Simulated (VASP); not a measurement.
# KMgF3 (Pm-3m) in VASP: settings compared, part 2 of 3

VASP 6.6.1.

### Step 4. Relaxation of cell and atoms, r2SCAN+D3(BJ)

This run uses another cell than the first one, of 12.67 Å³/atom.

The input, POSCAR:

```
KMgF3
1.0
    3.9859000000      0.0000000000      0.0000000000
    0.0000000000      3.9859000000      0.0000000000
    0.0000000000      0.0000000000      3.9859000000
K Mg F
1 1 3
Direct
    0.5000000000      0.5000000000      0.5000000000
    0.0000000000      0.0000000000      0.0000000000
    0.0000000000      0.0000000000      0.5000000000
    0.0000000000      0.5000000000      0.0000000000
    0.5000000000      0.0000000000      0.0000000000
```

The input, INCAR.step1:

```
SYSTEM = KMgF3
ALGO = Normal ; EDIFF = 1E-4
ENCUT = 600 ; GGA = PE
ISMEAR = -1 ; LASPH = .True.
LCHARG = .False. ; LREAL = .False.
LWAVE = .True. ; NELM = 80
PREC = Accurate ; SIGMA = 0.05
```

The input, INCAR.step2:

```
SYSTEM = KMgF3
ALGO = Normal ; EDIFF = 1E-6
EDIFFG = -0.01 ; ENCUT = 600
IBRION = 2 ; ISIF = 3
ISMEAR = -1 ; ISTART = 1
IVDW = 12 ; LASPH = .True.
LCHARG = .False. ; LMIXTAU = .True.
LREAL = .False. ; LWAVE = .False.
METAGGA = R2SCAN ; NELM = 80
NSW = 60 ; PREC = Accurate
SIGMA = 0.05 ; VDW_A1 = 0.49484001
VDW_A2 = 5.73083694 ; VDW_S6 = 1.0
VDW_S8 = 0.78981345
```

The input, KPOINTS:

```
k-points
0
Gamma
  7 7 7
  0 0 0
```

Potentials or basis: VASP PAW PBE potentials, release 64 (K_sv, Mg, F).

Launch:

```console
$ cat potpaw_PBE.64/K_sv/POTCAR potpaw_PBE.64/Mg/POTCAR potpaw_PBE.64/F/POTCAR > POTCAR
$ cp INCAR.step1 INCAR
$ mpirun -np 1 vasp_std > vasp.out
$ cp INCAR.step2 INCAR
$ mpirun -np 1 vasp_std > vasp.out
```

OUTCAR:

```text
SYSTEM = KMgF3
   EDIFF = 1E-6
   EDIFFG = -0.01
   ENCUT = 600
   IBRION = 2
   ISIF = 3
   ISMEAR = -1
   ISTART = 1
   IVDW = 12
   LASPH = .True.
   LREAL = .False.
   METAGGA = R2SCAN
   NELM = 80
   NSW = 60
   PREC = Accurate
 IVDW          = 12

 ion  position               nearest neighbor table
   1  0.500  0.500  0.500-   3 2.82   4 2.82   5 2.82   4 2.82   5 2.82   3 2.82   5 2.82   5 2.82
                             3 2.82   4 2.82   4 2.82   3 2.82   2 3.45   2 3.45   2 3.45   2 3.45
   2  0.000  0.000  0.000-   3 1.99   4 1.99   5 1.99   3 1.99   4 1.99   5 1.99   1 3.45   1 3.45
                             1 3.45   1 3.45   1 3.45   1 3.45   1 3.45   1 3.45
   3  0.000  0.000  0.500-   2 1.99   2 1.99   1 2.82   1 2.82   1 2.82   1 2.82
   4  0.000  0.500  0.000-   2 1.99   2 1.99   1 2.82   1 2.82   1 2.82   1 2.82
   5  0.500  0.000  0.000-   2 1.99   2 1.99   1 2.82   1 2.82   1 2.82   1 2.82

  LATTYP: Found a simple cubic cell.
 ALAT       =     3.9859000000

  Lattice vectors:

 A1 = (   3.9859000000,   0.0000000000,   0.0000000000)
 A2 = (   0.0000000000,   3.9859000000,   0.0000000000)
 A3 = (   0.0000000000,   0.0000000000,   3.9859000000)

Analysis of symmetry for initial positions (statically):
=====================================================================
 Subroutine PRICEL returns:
 Original cell was already a primitive cell.

 Routine SETGRP: Setting up the symmetry group for a
[... 146 lines left out ...]
   METAGGA = R2SCAN    functional components
   LHFCALC =     F    Hartree Fock is set to
   AEXX    =    0.0000 exact exchange contribution
   IVDW    =    12    specifies the selected vdW correction
   LEPSILON=     F    determine dielectric tensor
   LRPA    =     F    only Hartree local field effects (RPA)
 conjugate gradient relaxation of ions
 non-spin polarized calculation
  energy-cutoff  :      600.00
  volume of cell :       63.33
 maximum number of plane-waves:      2128
 NGX is ok and might be reduce to    32
   NGX = 15   NGY = 15   NGZ = 15

--------------------------------------- Ionic step        1  -------------------------------------------

 number of electron      32.0000010 magnetization

 Free energy of the ion-electron system (eV)
  ---------------------------------------------------
  ext. energy  EPLUGINS =         0.00000000
  ---------------------------------------------------
  free energy    TOTEN  =       -37.42618715 eV

  energy without entropy =      -37.42618715  energy(sigma->0) =      -37.42618715

------------------------ aborting loop because EDIFF is reached ----------------------------------------

 Edisp (eV)   -0.39334

 E8    (eV) :    -0.1288
[... 77 lines left out ...]
--------------------------------------- Ionic step        3  -------------------------------------------

 number of electron      31.9999981 magnetization

 Free energy of the ion-electron system (eV)
  ---------------------------------------------------
  ext. energy  EPLUGINS =         0.00000000
  ---------------------------------------------------
  free energy    TOTEN  =       -37.42612730 eV

  energy without entropy =      -37.42612730  energy(sigma->0) =      -37.42612730

 E-fermi :  -1.0048     XC(G=0): -10.3467

 val. band max:       -2.1220165367   @ k =   0.4286   0.4286   0.4286
 cond. band min:       6.3773734816   @ k =   0.0000   0.0000   0.0000
 fundamental gap:      8.4993900183
 Fermi energy:        -1.0048260166

 k-point     1 :       0.0000    0.0000    0.0000
  band No.  band energies     occupation
      1     -28.6292      2.00000
      2     -23.3983      2.00000
      3     -22.7331      2.00000
      4     -22.7331      2.00000
      5     -11.3600      2.00000
      6     -11.3600      2.00000
[... 485 lines left out ...]
  FREE ENERGIE OF THE ION-ELECTRON SYSTEM (eV)
  ---------------------------------------------------
  free  energy   TOTEN  =       -37.8304663247 eV

  energy  without entropy=      -37.8304663246  energy(sigma->0) =      -37.83046632

 reached required accuracy - stopping structural energy minimisation
```

OUTCAR.step1:

```text
SYSTEM = KMgF3
   EDIFF = 1E-4
   ENCUT = 600
   GGA = PE
   ISMEAR = -1
   LASPH = .True.
[... 687 lines left out ...]
      0.00000      0.00000      1.99295         0.000000      0.000000      0.000000
      0.00000      1.99295      0.00000         0.000000      0.000000      0.000000
      1.99295      0.00000      0.00000         0.000000      0.000000      0.000000
 -----------------------------------------------------------------------------------
    total drift:                                0.000000      0.000000     -0.000000

  FREE ENERGIE OF THE ION-ELECTRON SYSTEM (eV)
  ---------------------------------------------------
  free  energy   TOTEN  =       -24.4222609263 eV

  energy  without entropy=      -24.4222609262  energy(sigma->0) =      -24.42226093
```

OSZICAR.step1:

```text
N       E                     dE             d eps       ncg     rms          rms(c)
DAV:   1     0.266948732215E+03    0.26695E+03   -0.19222E+04   816   0.172E+03
DAV:   2    -0.128394351526E+02   -0.27979E+03   -0.27010E+03  1056   0.412E+02
DAV:   3    -0.257985593381E+02   -0.12959E+02   -0.12918E+02   956   0.889E+01
DAV:   4    -0.266243843400E+02   -0.82583E+00   -0.82441E+00  1440   0.130E+01
DAV:   5    -0.266261983571E+02   -0.18140E-02   -0.18140E-02   924   0.683E-01    0.900E+00
DAV:   6    -0.244303991629E+02    0.21958E+01   -0.94703E+00   880   0.229E+01    0.380E+00
DAV:   7    -0.244218924279E+02    0.85067E-02   -0.24988E-01  1080   0.345E+00    0.242E+00
DAV:   8    -0.244221341178E+02   -0.24169E-03   -0.72226E-02   936   0.298E+00    0.290E-01
DAV:   9    -0.244218771111E+02    0.25701E-03   -0.14071E-02  1004   0.880E-01    0.122E-01
DAV:  10    -0.244222278101E+02   -0.35070E-03   -0.12035E-03  1064   0.283E-01    0.620E-02
DAV:  11    -0.244222609263E+02   -0.33116E-04   -0.16563E-04   676   0.108E-01
   1 F= -.24422261E+02 E0= -.24422261E+02  d E =-.587649E-10
```

Wall time 5.4 min (1 thread of Intel Xeon 8259CL, shared host); peak memory 0.22 GiB.

Results:

- Free energy: -37.8305 eV
- Relaxed volume: 12.33 Å³/atom
- Relaxed cell: a = 3.951 Å, b = 3.951 Å, c = 3.951 Å, α = 90.00°, β = 90.00°, γ = 90.00°
- Space group after relaxing (to 0.1 Å): Pm-3m (No. 221)
- Energy gained by relaxing: 2.2 meV/atom
- Ionic steps: 3
- Pressure after relaxing: 0.0 GPa
- Band gap on the k mesh: 8.50 eV (least direct gap 8.79 eV)
- Dispersion energy per atom: -0.081 eV

The path:
```csv
step,energy change (eV),largest force (eV/Å),pressure (GPa),volume (Å³)
1,0.0000,0.0000,-2.06,63.33
2,-0.0108,0.0000,-0.24,61.85
3,-0.0109,0.0000,0.01,61.67
```

Final structure:
```xyz
5
Lattice="3.9508 0.0000 0.0000 0.0000 3.9508 0.0000 0.0000 0.0000 3.9508" Properties=species:S:1:pos:R:3 pbc="T T T"
K     1.9754    1.9754    1.9754
Mg    0.0000    0.0000    0.0000
F     0.0000    0.0000    1.9754
F     0.0000    1.9754    0.0000
F     1.9754    0.0000    0.0000
```

Caveat: the PAW data sets were made with another functional, which shifts forces and pressure a little; an odd mesh through Γ misses points on the zone boundary, where band edges can lie.

[end of part 2 of 3]
